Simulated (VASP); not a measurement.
# SnO2 (Pm) in VASP: notebook

Runs on SnO2. Level: PBE. Tasks: single point.

Everything below comes from runs of VASP 6.6.1. Logs are shortened: lines on timing, memory, paths and dates and some standing lists are left out, and cuts for length are marked.

**1. The cell of the first run**

The structure is monoclinic, space group Pm (No. 6). The conventional cell has a = 4.827 Å, b = 3.238 Å, c = 4.828 Å, α = 90.00°, β = 90.00°, γ = 90.00°. Sn (site symmetry m) has 6 O at 2.02 to 2.16 Å within 2.7 Å. Within 2.8 Å of Sn (site symmetry m) lie 6 O at 2.09 Å. O (site symmetry m) has 3 Sn at 2.05 to 2.09 Å and 1 O at 2.64 Å within 2.7 Å. O (site symmetry m) has 3 Sn at 2.02 to 2.09 Å and 1 O at 2.64 Å within 2.7 Å. Within 2.8 Å of O (site symmetry m) lie 3 Sn at 2.09 to 2.16 Å and 1 O at 2.64 Å. O (site symmetry m) has 3 Sn at 2.09 to 2.14 Å and 1 O at 2.64 Å within 2.8 Å.

**2. Single point, PBE (atom 1 (Sn) moved -0.100 Å along Cartesian [0 1 0])**

Input file INCAR:

```
  PREC = Accurate
  ENCUT = 520
  EDIFF = 1E-6
  ISMEAR = 0
  SIGMA = 0.05
  LREAL = False
  LASPH = True
  NELM = 60
  ALGO = Normal
  ISIF = 2
  LWAVE = False
  LCHARG = False
  GGA = PE
  NBANDS = 35
```

Input file KPOINTS:

```
regular mesh
0
Gamma
  6 6 8
```

Input file POSCAR:

```
SnO2
1.0
    4.8265176357      0.0000000000      0.0000000000
    0.0000000000      4.8283676035      0.0000000000
    0.0000000000      0.0000000000      3.2381666599
Sn O
2 4
Direct
    0.5000000000      0.4792890666      0.5000000000
    0.0000000000      0.0000000000      0.0000000000
    0.3064962475      0.3066616298      0.0000000000
    0.8064962475      0.1933383702      0.5000000000
    0.1935037525      0.8066616298      0.5000000000
    0.6935037525      0.6933383702      0.0000000000
```

Potentials or basis: VASP PAW PBE potentials, release 64 (Sn_d, O).

The run is started by

```bash
$ cat potpaw_PBE.64/Sn_d/POTCAR potpaw_PBE.64/O/POTCAR > POTCAR
$ mpirun -np 1 vasp_std > vasp.out
```

OUTCAR:

```text
PREC = Accurate
   ENCUT = 520
   EDIFF = 1E-6
   ISMEAR = 0
   LREAL = False
   LASPH = True
   NELM = 60
   ISIF = 2
   GGA = PE

 ion  position               nearest neighbor table
   1  0.500  0.479  0.500-   4 2.02   3 2.05   3 2.05   6 2.14   6 2.14   5 2.16   2 3.71   2 3.71
                             2 3.71   2 3.71
   2  0.000  0.000  0.000-   4 2.09   5 2.09   4 2.09   5 2.09   3 2.09   6 2.09   1 3.71   1 3.71
                             1 3.71   1 3.71
   3  0.306  0.307  0.000-   1 2.05   1 2.05   2 2.09
   4  0.806  0.193  0.500-   1 2.02   2 2.09   2 2.09
   5  0.194  0.807  0.500-   2 2.09   2 2.09   1 2.16
   6  0.694  0.693  0.000-   2 2.09   1 2.14   1 2.14

  LATTYP: Found a simple orthorhombic cell.
 ALAT       =     3.2381666599
 B/A-ratio  =     1.4905093353
 C/A-ratio  =     1.4910806362

  Lattice vectors:

 A1 = (   0.0000000000,   0.0000000000,   3.2381666599)
 A2 = (   4.8265176357,   0.0000000000,   0.0000000000)
 A3 = (   0.0000000000,   4.8283676035,   0.0000000000)

Analysis of symmetry for initial positions (statically):
=====================================================================
 Subroutine PRICEL returns:
 Original cell was already a primitive cell.

 Routine SETGRP: Setting up the symmetry group for a
 simple orthorhombic supercell.

 Subroutine GETGRP returns: Found  2 space group operations
 (whereof  2 operations were pure point group operations)
 out of a pool of  8 trial point group operations.

The static configuration has the point symmetry C_1h.

Analysis of symmetry for dynamics (positions and initial velocities):
=====================================================================
 Subroutine PRICEL returns:
 Original cell was already a primitive cell.

 Routine SETGRP: Setting up the symmetry group for a
 simple orthorhombic supercell.

 Subroutine GETGRP returns: Found  2 space group operations
 (whereof  2 operations were pure point group operations)
 out of a pool of  8 trial point group operations.

The dynamic configuration has the point symmetry C_1h.

 Subroutine INISYM returns: Found  2 space group operations
 (whereof  2 operations are pure point group operations),
 and found     1 'primitive' translations

----------------------------------------------------------------------------------------

                                     Primitive cell

  volume of cell :      75.4629

  direct lattice vectors                    reciprocal lattice vectors
     4.826517636  0.000000000  0.000000000     0.207188718  0.000000000  0.000000000
     0.000000000  4.828367604  0.000000000     0.000000000  0.207109334  0.000000000
     0.000000000  0.000000000  3.238166660     0.000000000  0.000000000  0.308816718

  length of vectors
     4.826517636  4.828367604  3.238166660     0.207188718  0.207109334  0.308816718

  position of ions in fractional coordinates (direct lattice)
     0.500000000  0.479289067  0.500000000
     0.000000000  0.000000000  0.000000000
     0.306496248  0.306661630  0.000000000
     0.806496248  0.193338370  0.500000000
     0.193503752  0.806661630  0.500000000
     0.693503752  0.693338370  0.000000000

  ion indices of the primitive-cell ions
   primitive index   ion index
                 1           1
                 2           2
                 3           3
                 4           4
                 5           5
                 6           6

----------------------------------------------------------------------------------------

 KPOINTS: regular mesh

Automatic generation of k-mesh.
 Grid dimensions read from file:
 generate k-points for:    6    6    8

 Generating k-lattice:

  Cartesian coordinates                     Fractional coordinates (reciprocal lattice)
     0.034531453  0.000000000  0.000000000     0.166666667  0.000000000  0.000000000
     0.000000000  0.034518222  0.000000000     0.000000000  0.166666667  0.000000000
     0.000000000  0.000000000  0.038602090     0.000000000  0.000000000  0.125000000

  Length of vectors
     0.034531453  0.034518222  0.038602090

  Shift w.r.t. Gamma in fractional coordinates (k-lattice)
     0.000000000  0.000000000  0.000000000

 Subroutine IBZKPT returns following result:
 ===========================================

 Found    100 irreducible k-points:

 Following reciprocal coordinates:
            Coordinates               Weight
  0.000000  0.000000  0.000000      1.000000
  0.166667  0.000000  0.000000      2.000000
  0.333333  0.000000  0.000000      2.000000
  0.500000  0.000000  0.000000      1.000000
  0.000000  0.166667  0.000000      2.000000
  0.166667  0.166667  0.000000      2.000000
[... 16 lines left out ...]
  0.333333  0.000000  0.125000      4.000000
  0.500000  0.000000  0.125000      2.000000
 [... further k-points ...]
   k-points           NKPTS =    100   k-points in BZ     NKDIM =    100   number of bands    NBANDS=     35
   number of dos      NEDOS =    301   number of ions     NIONS =      6
   total plane-waves  NPLWV =  31104
   dimension x,y,z NGX =    36 NGY =   36 NGZ =   24
   dimension x,y,z NGXF=    72 NGYF=   72 NGZF=   48
   ions per type =               2   4
   NGX,Y,Z   is equivalent  to a cutoff of  12.40, 12.40, 12.32 a.u.
   NGXF,Y,Z  is equivalent  to a cutoff of  24.80, 24.79, 24.64 a.u.
 SYSTEM =  unknown system
   PREC   = accura    normal or accurate (medium, high low for compatibility)
   ISTART =      0    job   : 0-new  1-cont  2-samecut
   ICHARG =      2    charge: 1-file 2-atom 10-const
   ISPIN  =      1    spin polarized calculation?
   LNONCOLLINEAR =      F non collinear calculations
   LSORBIT =      F    spin-orbit coupling
   LASPH  =      T    aspherical Exc in radial PAW
   ENCUT  =  520.0 eV  38.22 Ry    6.18 a.u.   8.97  8.98  6.02*2*pi/ulx,y,z
   NELM   =     60;   NELMIN=  2; NELMDL= -5     # of ELM steps
   EDIFF  = 0.1E-05   stopping-criterion for ELM
   LREAL  =      F    real-space projection
   EDIFFG = 0.1E-04   stopping-criterion for IOM
   NSW    =      0    number of steps for IOM
   IBRION =     -1    ionic relax: 0-MD 1-quasi-New 2-CG
   NFREE  =      0    steps in history (QN), initial steepest desc. (CG)
   ISIF   =      2    stress and relaxation
   ISYM   =      2    0-nonsym 1-usesym 2-fastsym
   POTIM  = 0.5000    time-step for ionic-motion
   TEBEG  =    0.0;   TEEND  =   0.0 temperature during run
   PSTRESS=    0.0 pullay stress
   NELECT =      52.0000    total number of electrons
   NUPDOWN=      -1.0000    fix difference up-down
   EMIN   =  10.00;   EMAX   =-10.00  energy-range for DOS
   EFERMI =   0.00;   METHOD = LEGACY
   ISMEAR =     0;   SIGMA  =   0.05  broadening in eV -4-tet -1-fermi 0-gaus
   EFERMI_NEDOS =   21; number of points for ismear=-14 and -15
   IALGO  =     38    algorithm
   IMIX   =      4    mixing-type and parameters
     AMIX     =   0.40;   BMIX     =  1.00
     AMIX_MAG =   1.60;   BMIX_MAG =  1.00
  volume/ion in A,a.u.               =      12.58        84.87
  Fermi-wavevector in a.u.,A,eV,Ry     =   1.445988  2.732522 28.448182  2.090882
  Thomas-Fermi vector in A             =   2.564108
   LORBIT       =      0    0 simple, 1 ext, 2 COOP (PROOUT), +10 PAW based schemes
   GGA     = PE    functional components
   LHFCALC =     F    Hartree Fock is set to
   AEXX    =    0.0000 exact exchange contribution
   IVDW    =     0    specifies the selected vdW correction
   LEPSILON=     F    determine dielectric tensor
   LRPA    =     F    only Hartree local field effects (RPA)
 non-spin polarized calculation
 Gauss-broadening in eV      SIGMA  =   0.05
  energy-cutoff  :      520.00
  volume of cell :       75.46
 maximum number of plane-waves:      2060
 NGX is ok and might be reduce to    36
   NGX = 17   NGY = 17   NGZ = 13

 number of electron      51.9999993 magnetization

 Free energy of the ion-electron system (eV)
  ---------------------------------------------------
  ext. energy  EPLUGINS =         0.00000000
  ---------------------------------------------------
  free energy    TOTEN  =       -37.20455866 eV

  energy without entropy =      -37.20455866  energy(sigma->0) =      -37.20455866

 E-fermi :   5.9106     XC(G=0): -10.9761

 val. band max:        5.6197111215   @ k =   0.0000   0.0000   0.0000
 cond. band min:       6.1935117586   @ k =   0.0000   0.0000   0.0000
 fundamental gap:      0.5738006371
 Fermi energy:         5.9106290644

 k-point     1 :       0.0000    0.0000    0.0000
  band No.  band energies     occupation
      1     -15.5433      2.00000
      2     -14.8622      2.00000
      3     -14.6611      2.00000
      4     -14.6409      2.00000
      5     -14.6215      2.00000
      6     -14.5724      2.00000
[... 27 lines left out ...]
     34      17.0271      0.00000
     35      17.7606      0.00000

 k-point     2 :       0.1667    0.0000    0.0000
  band No.  band energies     occupation
      1     -15.5064      2.00000
      2     -14.9089      2.00000
      3     -14.6614      2.00000
      4     -14.6396      2.00000
      5     -14.6200      2.00000
      6     -14.5977      2.00000
[... 27 lines left out ...]
     34      17.1483      0.00000
     35      17.7395      0.00000

 k-point     3 :       0.3333    0.0000    0.0000
  band No.  band energies     occupation
      1     -15.4000      2.00000
      2     -15.0488      2.00000
      3     -14.6627      2.00000
      4     -14.6370      2.00000
      5     -14.6272      2.00000
      6     -14.6167      2.00000
[... 27 lines left out ...]
     34      17.4679      0.00000
     35      17.7255      0.00000

 k-point     4 :       0.5000    0.0000    0.0000
  band No.  band energies     occupation
      1     -15.2636      2.00000
      2     -15.2061      2.00000
      3     -14.6637      2.00000
      4     -14.6356      2.00000
      5     -14.6350      2.00000
      6     -14.6151      2.00000
[... 27 lines left out ...]
     34      17.6202      0.00000
     35      17.6569      0.00000

 k-point     5 :       0.0000    0.1667    0.0000
  band No.  band energies     occupation
      1     -15.5089      2.00000
      2     -14.9006      2.00000
      3     -14.6620      2.00000
      4     -14.6396      2.00000
      5     -14.6199      2.00000
      6     -14.5980      2.00000
[... 638 lines left out ...]
 k-point    22 :       0.1667    0.0000    0.1250
  band No.  band energies     occupation
      1     -15.4500      2.00000
      2     -14.8868      2.00000
      3     -14.7599      2.00000
      4     -14.7190      2.00000
      5     -14.6290      2.00000
      6     -14.5750      2.00000
[... 27 lines left out ...]
     34      17.1886      0.00000
     35      17.5750      0.00000

 k-point    23 :       0.3333    0.0000    0.1250
  band No.  band energies     occupation
      1     -15.3563      2.00000
      2     -15.0377      2.00000
      3     -14.7608      2.00000
      4     -14.7148      2.00000
      5     -14.6164      2.00000
      6     -14.5823      2.00000
[... 27 lines left out ...]
     34      17.5399      0.00000
     35      17.6785      0.00000

 k-point    24 :       0.5000    0.0000    0.1250
  band No.  band energies     occupation
      1     -15.2372      2.00000
      2     -15.1814      2.00000
      3     -14.7610      2.00000
      4     -14.7147      2.00000
      5     -14.6044      2.00000
      6     -14.5925      2.00000
[... 27 lines left out ...]
     34      17.6154      0.00000
     35      17.7716      0.00000

 [... further k-points ...]

------------------------ aborting loop because EDIFF is reached ----------------------------------------

  FORCE on cell =-STRESS in cart. coord.  units (eV):
  Direction    XX          YY          ZZ          XY          YZ          ZX
  --------------------------------------------------------------------------------------
  -------------------------------------------------------------------------------------
  Total        0.6882017      0.2234632      0.6555182     -0.2559336      0.0000000      0.0000000
  in kB       14.6114369      4.7444201     13.9175225     -5.4338109      0.0000000      0.0000000
  external PRESSURE =      11.0911265 kB  Pullay stress =       0.0000000 kB

 VOLUME and BASIS-vectors are now :
 -----------------------------------------------------------------------------
  energy-cutoff  :      520.00
  volume of cell :       75.46
      direct lattice vectors                 reciprocal lattice vectors
     4.826517636  0.000000000  0.000000000     0.207188718  0.000000000  0.000000000
     0.000000000  4.828367604  0.000000000     0.000000000  0.207109334  0.000000000
     0.000000000  0.000000000  3.238166660     0.000000000  0.000000000  0.308816718

 POSITION                                       TOTAL-FORCE (eV/Angst)
 -----------------------------------------------------------------------------------
      2.41326      2.31418      1.61908         0.132482      2.125294      0.000000
      0.00000      0.00000      0.00000         0.000233     -0.874339      0.000000
      1.47931      1.48068      0.00000        -0.405459     -0.443341      0.000000
      3.89257      0.93351      1.61908         0.361505     -0.272337      0.000000
      0.93395      3.89486      1.61908         0.213038     -0.132766      0.000000
      3.34721      3.34769      0.00000        -0.301799     -0.402512      0.000000
 -----------------------------------------------------------------------------------
    total drift:                                0.000152     -0.000058     -0.000000

  FREE ENERGIE OF THE ION-ELECTRON SYSTEM (eV)
  ---------------------------------------------------
  free  energy   TOTEN  =       -37.2045586625 eV

  energy  without entropy=      -37.2045586625  energy(sigma->0) =      -37.20455866
```

Run time: 1.7 min. Hardware: 1 thread of Intel Xeon Platinum 8488C (Sapphire Rapids), shared host; peak memory 0.32 GiB.

Results:

```
Free energy            : -37.2046 eV
Pressure               : 1.1 GPa
Largest force          : 2.129 eV/Å
Band gap on the k mesh : 0.57 eV
```

Forces on the atoms (eV/Å):
```
Sn   0.132  2.125  0.000
Sn   0.000 -0.874  0.000
O   -0.405 -0.443  0.000
O    0.362 -0.272  0.000
O    0.213 -0.133  0.000
O   -0.302 -0.403  0.000
```

Levels at points of the mesh, in eV from the valence-band top:
```csv
k point,band 23,band 24,band 25,band 26,band 27,band 28,band 29,band 30
"(0.00, 0.00, 0.00)",-1.19,-0.90,-0.81,0.00,0.57,5.47,5.97,6.08
"(0.50, 0.00, 0.00)",-1.30,-1.17,-0.72,-0.62,3.75,3.79,6.70,6.73
"(0.00, 0.50, 0.00)",-1.44,-1.06,-1.00,-0.39,3.75,3.81,6.63,6.79
"(0.50, 0.50, 0.00)",-1.39,-1.30,-0.91,-0.88,4.16,4.17,7.05,7.06
"(0.00, 0.00, 0.50)",-1.80,-1.74,-1.16,-1.08,5.48,5.49,9.16,9.24
"(0.50, 0.00, 0.50)",-1.21,-1.19,-0.71,-0.68,5.74,5.74,7.51,7.52
"(0.00, 0.50, 0.50)",-1.08,-1.07,-0.81,-0.76,5.74,5.75,7.51,7.52
"(0.50, 0.50, 0.50)",-1.23,-1.13,-0.73,-0.63,4.25,4.26,8.51,8.51
```

Caveat: the cell differs from its parent crystal (atom 1 (Sn) moved -0.100 Å along Cartesian [0 1 0]); semilocal functionals underestimate gaps, and a narrow one can read as zero; spin-orbit coupling is left out, which moves the levels of the heavy elements; forces of over 1 eV/Å act on the atoms, so gaps and moduli don't describe the material at rest.

**3. Single point, PBE (atom 1 (Sn) moved +0.075 Å along Cartesian [0 1 0])**

Input file INCAR:

```
SYSTEM = SnO2
  ALGO = Normal
  EDIFF = 1E-6
  ENCUT = 520
  GGA = PE
  ISIF = 2
  ISMEAR = 0
  LASPH = .TRUE.
  LCHARG = .FALSE.
  LREAL = .FALSE.
  LWAVE = .FALSE.
  NBANDS = 35
  NELM = 80
  PREC = Accurate
  SIGMA = 0.05
```

Input file KPOINTS:

```
k-points
0
G
  6 6 8
  0 0 0
```

POSCAR: that of step 2 with these lines changed.

```diff
@@ -8,3 +8,3 @@
 Direct
-    0.5000000000      0.4792890666      0.5000000000
+    0.5000000000      0.5155332001      0.5000000000
     0.0000000000      0.0000000000      0.0000000000
```

Potentials or basis: VASP PAW PBE potentials, release 64 (Sn_d, O).

The run is started by

```bash
$ cat potpaw_PBE.64/Sn_d/POTCAR potpaw_PBE.64/O/POTCAR > POTCAR
$ mpirun -np 1 vasp_std > vasp.out
```

Run time: 1.8 min. Hardware: 1 thread of Intel Xeon Platinum 8488C (Sapphire Rapids), shared host; peak memory 0.32 GiB.

It converged, with:

```
Free energy            : -37.2511 eV
Pressure               : 0.9 GPa
Largest force          : 1.600 eV/Å
Band gap on the k mesh : 0.61 eV
```

Forces in eV/Å, atoms in the order of the input:
```
Sn  -0.107 -1.597  0.000
Sn   0.000  0.657  0.000
O    0.231  0.302  0.000
O   -0.175  0.117  0.000
O   -0.248  0.185  0.000
O    0.300  0.336  0.000
```

Stress tensor (GPa, compression positive):
```
 1.03 -0.31  0.00
-0.31  0.47  0.00
 0.00  0.00  1.12
```

Levels at points of the mesh, in eV from the valence-band top:
```tsv
k point	band 22	band 23	band 24	band 25	band 26	band 27	band 28	band 29	band 30	band 31
(0.00, 0.00, 0.00)	-1.30	-1.21	-0.84	-0.78	0.00	0.61	5.56	6.01	6.07	10.07
(0.50, 0.00, 0.00)	-1.93	-1.27	-1.18	-0.68	-0.61	3.80	3.83	6.74	6.76	10.34
(0.00, 0.50, 0.00)	-1.88	-1.38	-1.09	-0.89	-0.43	3.80	3.85	6.69	6.81	10.32
(0.50, 0.50, 0.00)	-1.94	-1.37	-1.31	-0.89	-0.87	4.21	4.21	7.09	7.10	10.43
(0.00, 0.00, 0.50)	-2.60	-1.70	-1.66	-1.16	-1.11	5.52	5.53	9.25	9.29	10.27
(0.50, 0.00, 0.50)	-1.73	-1.14	-1.13	-0.72	-0.70	5.78	5.78	7.55	7.56	10.44
(0.00, 0.50, 0.50)	-1.74	-1.05	-1.05	-0.79	-0.76	5.78	5.79	7.55	7.55	10.48
(0.50, 0.50, 0.50)	-2.33	-1.13	-1.06	-0.74	-0.67	4.29	4.29	8.55	8.55	10.37
```

Caveat: the cell differs from its parent crystal (atom 1 (Sn) moved +0.075 Å along Cartesian [0 1 0]); semilocal functionals underestimate gaps, and a narrow one can read as zero; spin-orbit coupling is left out, which moves the levels of the heavy elements; forces of over 1 eV/Å act on the atoms, so gaps and moduli don't describe the material at rest.

(Part 1 of 2 ends here.)
